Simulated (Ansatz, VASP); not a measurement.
**HfC in VASP and in Ansatz**

File INCAR:

```
SYSTEM = HfC
ALGO = Normal
EDIFF = 1E-7
ENCUT = 520
GGA = CA
ISIF = 2
ISMEAR = -1
LASPH = .True.
LCHARG = .False.
LREAL = .False.
LWAVE = .False.
NBANDS = 14
NELM = 80
PREC = Accurate
SIGMA = 0.05
```

The input KPOINTS:

```
k-points
0
Gamma
  14 14 14
  0 0 0
```

POSCAR

```
HfC
1.0
    0.0000000000      2.3625844756      2.3625844756
    2.3625844756      0.0000000000      2.3625844756
    2.3625844756      2.3625844756      0.0000000000
Hf C
1 1
Direct
    0.0000000000      0.0000000000      0.0000000000
    0.5000000000      0.5000000000      0.5000000000
```

Input for Ansatz:

```yaml
crystal:
  lattice:
    - [0.0, 2.3625844756, 2.3625844756]
    - [2.3625844756, 0.0, 2.3625844756]
    - [2.3625844756, 2.3625844756, 0.0]
  atoms:
    - { symbol: Hf, position: [0.0, 0.0, 0.0] }
    - { symbol: C, position: [0.5, 0.5, 0.5] }
kpoints:
  mp_grid: { grid: [14, 14, 14] }
scf:
  occupations: { method: fermi_dirac, width: 0.05 }
hamiltonian:
  xc: lda
  pseudopotentials: { kind: all_electron, lapw: { basis_error: 0.0005 } }
output:
  forces: true
  stress: true
  eigenvalues: true
```

Change from the starting cell: volume scaled by 1.06.

Alike in both runs: task single point; functional LDA; k mesh 14 × 14 × 14; occupations fermi-dirac, width 0.05 eV; no spin polarisation.

```csv
,VASP,Ansatz
version,VASP 6.6.1,Ansatz 0.2.0
potentials or method,"VASP PAW LDA potentials, release 64 (Hf_pv, C), cutoff 520 eV","all-electron LAPW, scalar-relativistic"
```

```csv
,VASP,Ansatz,Ansatz less VASP
pressure (GPa),-21.1,-21.1,0.00
```

LDA's correlation is that of Perdew and Zunger in VASP and of Perdew and Wang (1992) in Ansatz. Ansatz ran all-electron here, and VASP with PAW potentials.

Neither program's run includes spin-orbit coupling.
